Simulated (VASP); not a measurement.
# KI (I4/mmm) in VASP: further runs, part 2 of 2

VASP 6.6.1.

**3. Single point, PBEsol (strain -0.080 along x and y, +0.080 along z)**

INCAR

```
SYSTEM = KI
  PREC = Accurate
  ENCUT = 520
  EDIFF = 1E-6
  ISMEAR = 0
  SIGMA = 0.05
  LREAL = .False.
  LASPH = .True.
  NELM = 80
  ALGO = Normal
  ISIF = 2
  LWAVE = .False.
  LCHARG = .False.
  GGA = PS
  NBANDS = 15
```

KPOINTS

```
regular mesh
0
Gamma
  6 6 6
  0 0 0
```

POSCAR

```
KI
1.0
    0.0000000000      3.2425860000      3.8065140000
    3.2425860000      0.0000000000      3.8065140000
    3.2425860000      3.2425860000      0.0000000000
K I
1 1
Direct
    0.0000000000      0.0000000000      0.0000000000
    0.5000000000      0.5000000000      0.5000000000
```

Potentials or basis: VASP PAW PBE potentials, release 64 (K_sv, I).

Run with:

```console
$ cat potpaw_PBE.64/K_sv/POTCAR potpaw_PBE.64/I/POTCAR > POTCAR
$ mpirun -np 1 vasp_std > vasp.out
```

OUTCAR:

```text
SYSTEM = KI
   PREC = Accurate
   ENCUT = 520
   EDIFF = 1E-6
   ISMEAR = 0
   LREAL = .False.
   LASPH = .True.
   NELM = 80
   ISIF = 2
   GGA = PS

 ion  position               nearest neighbor table
   1  0.000  0.000  0.000-   2 3.24   2 3.24   2 3.24   2 3.24
   2  0.500  0.500  0.500-   1 3.24   1 3.24   1 3.24   1 3.24

  LATTYP: Found a body centered tetragonal cell.
 ALAT       =     4.5857090984
 C/A-ratio  =     1.6601637471

  Lattice vectors:

 A1 = (  -3.2425860000,   0.0000000000,   3.8065140000)
 A2 = (   3.2425860000,   0.0000000000,   3.8065140000)
 A3 = (   0.0000000000,   3.2425860000,  -3.8065140000)

Analysis of symmetry for initial positions (statically):
=====================================================================
 Subroutine PRICEL returns:
 Original cell was already a primitive cell.

 Routine SETGRP: Setting up the symmetry group for a
 body centered tetragonal supercell.

 Subroutine GETGRP returns: Found 16 space group operations
 (whereof 16 operations were pure point group operations)
 out of a pool of 16 trial point group operations.

The static configuration has the point symmetry D_4h.

[... 177 lines left out ...]
      8       0.0850      2.00000
      9       3.9843      0.00000
     10       5.7406      0.00000
     11       6.7916      0.00000
     12       6.7916      0.00000
     13       7.0595      0.00000
     14       7.5016      0.00000
[... 401 lines left out ...]
      2     -11.8660      2.00000
      3     -11.7553      2.00000
      4     -11.6972      2.00000
      5     -10.3775      2.00000
      6      -1.0965      2.00000
      7      -0.6476      2.00000
      8      -0.4426      2.00000
      9       5.1198      0.00000
     10       6.4015      0.00000
     11       7.7682      0.00000
     12       8.5444      0.00000
     13       8.9835      0.00000
     14       9.6540      0.00000
     15      10.0808      0.00000

 [... further k-points ...]

------------------------ aborting loop because EDIFF is reached ----------------------------------------

  FORCE on cell =-STRESS in cart. coord.  units (eV):
  Direction    XX          YY          ZZ          XY          YZ          ZX
  --------------------------------------------------------------------------------------
  -------------------------------------------------------------------------------------
  Total        1.9694292      1.9694292     -0.5477660      0.0000000      0.0000000      0.0000000
  in kB       39.4194459     39.4194459    -10.9639042      0.0000000      0.0000000      0.0000000
  external PRESSURE =      22.6249959 kB  Pullay stress =       0.0000000 kB

 VOLUME and BASIS-vectors are now :
 -----------------------------------------------------------------------------
  energy-cutoff  :      520.00
  volume of cell :       80.05
      direct lattice vectors                 reciprocal lattice vectors
     0.000000000  3.242586000  3.806514000    -0.154197915  0.154197915  0.131353779
     3.242586000  0.000000000  3.806514000     0.154197915 -0.154197915  0.131353779
     3.242586000  3.242586000  0.000000000     0.154197915  0.154197915 -0.131353779

 POSITION                                       TOTAL-FORCE (eV/Angst)
 -----------------------------------------------------------------------------------
      0.00000      0.00000      0.00000         0.000000     -0.000000      0.000000
      3.24259      3.24259      3.80651        -0.000000      0.000000     -0.000000
 -----------------------------------------------------------------------------------
    total drift:                                0.000000     -0.000000     -0.000000

  FREE ENERGIE OF THE ION-ELECTRON SYSTEM (eV)
  ---------------------------------------------------
  free  energy   TOTEN  =        -5.6538383712 eV

  energy  without entropy=       -5.6538383712  energy(sigma->0) =       -5.65383837
```

Wall time 22 s (1 thread of Intel Xeon Platinum 8488C (Sapphire Rapids), shared host); peak memory 0.24 GiB.

What came out:

| Quantity | Value |
| --- | --- |
| Free energy | -5.6538 eV |
| Pressure | 2.3 GPa |
| Band gap on the k mesh | 3.90 eV |

Levels at points of the mesh, in eV from the valence-band top:
```csv
k point,band 5,band 6,band 7,band 8,band 9,band 10,band 11,band 12
"(0.00, 0.00, 0.00)",-10.79,-0.14,0.00,0.00,3.90,5.66,6.71,6.71
"(0.50, 0.00, 0.00)",-10.20,-1.70,-0.58,-0.48,5.36,7.70,7.81,8.79
"(0.50, 0.50, 0.00)",-10.65,-1.34,-0.26,-0.26,4.63,6.00,7.89,8.57
"(0.50, 0.00, 0.50)",-10.57,-1.14,-0.65,-0.47,4.59,5.91,8.21,8.71
```

Caveat: the cell differs from its parent crystal (strain -0.080 along x and y, +0.080 along z); the PAW data sets were made with another functional, which shifts forces and pressure a little; spin-orbit coupling is left out, which moves the levels of the heavy elements.

**4. Single point, PBEsol (strain +0.000 along x and y, -0.080 along z)**

INCAR

```
PREC = Accurate
ENCUT = 520
EDIFF = 1E-6
ISMEAR = 0
SIGMA = 0.05
LREAL = False
LASPH = True
NELM = 60
ALGO = Normal
ISIF = 2
LWAVE = False
LCHARG = False
GGA = PS
NBANDS = 15
```

KPOINTS

```
Automatic mesh
0
Gamma
  6 6 6
```

POSCAR

```
KI
1.0
    0.0000000000      3.5245500000      3.2425860000
    3.5245500000      0.0000000000      3.2425860000
    3.5245500000      3.5245500000      0.0000000000
K I
1 1
Direct
    0.0000000000      0.0000000000      0.0000000000
    0.5000000000      0.5000000000      0.5000000000
```

Run with:

```console
$ cat potpaw_PBE.64/K_sv/POTCAR potpaw_PBE.64/I/POTCAR > POTCAR
$ mpirun -np 1 vasp_std > vasp.out
```

Wall time 20 s (1 thread of Intel Xeon Platinum 8488C (Sapphire Rapids), shared host); peak memory 0.23 GiB.

It converged, with:

```yaml
Free_energy: -5.7502 eV
Pressure: 1.4 GPa
Band_gap_on_the_k_mesh: 3.94 eV
```

Stress tensor (GPa, compression positive):
```
0.12 0.00 0.00
0.00 0.12 0.00
0.00 0.00 3.84
```

Levels at points of the mesh, in eV from the valence-band top:
| k point | band 6 | band 7 | band 8 | band 9 | band 10 | band 11 |
| --- | --- | --- | --- | --- | --- | --- |
| (0.00, 0.00, 0.00) | -0.06 | -0.06 | 0.00 | 3.94 | 6.15 | 6.15 |
| (0.50, 0.00, 0.00) | -1.63 | -0.51 | -0.47 | 5.40 | 7.77 | 7.87 |
| (0.50, 0.50, 0.00) | -1.09 | -0.58 | -0.58 | 4.55 | 5.87 | 8.27 |
| (0.50, 0.00, 0.50) | -1.26 | -0.43 | -0.38 | 4.64 | 5.83 | 8.03 |

Caveat: the cell differs from its parent crystal (strain +0.000 along x and y, -0.080 along z); the PAW data sets were made with another functional, which shifts forces and pressure a little; spin-orbit coupling is left out, which moves the levels of the heavy elements.

**5. Summary**

| cell | gap on the mesh (eV) | pressure (GPa) |
| --- | --- | --- |
| a = 4.894, b = 4.894, c = 4.586 Å, angles 62.1, 62.1, 55.9°, 2 atoms | 4.01 | 2.6 |
| a = 5.000, b = 5.000, c = 4.586 Å, angles 62.7, 62.7, 54.6°, 2 atoms | 3.90 | 2.3 |
| a = 4.789, b = 4.789, c = 4.984 Å, angles 58.6, 58.6, 62.7°, 2 atoms | 3.94 | 1.4 |

Alike in all rows: task single point; level PBEsol; potentials or basis VASP PAW PBE potentials, release 64 (K_sv, I); no spin polarisation; k mesh 6 × 6 × 6; cutoff (eV) 520; smearing gaussian 0.05 eV.

Caveats: the PAW data sets were made with another functional, which shifts forces and pressure a little; spin-orbit coupling is left out, which moves the levels of the heavy elements.

Total energies depend on the potentials used, so only differences within one code and one set of settings carry meaning.
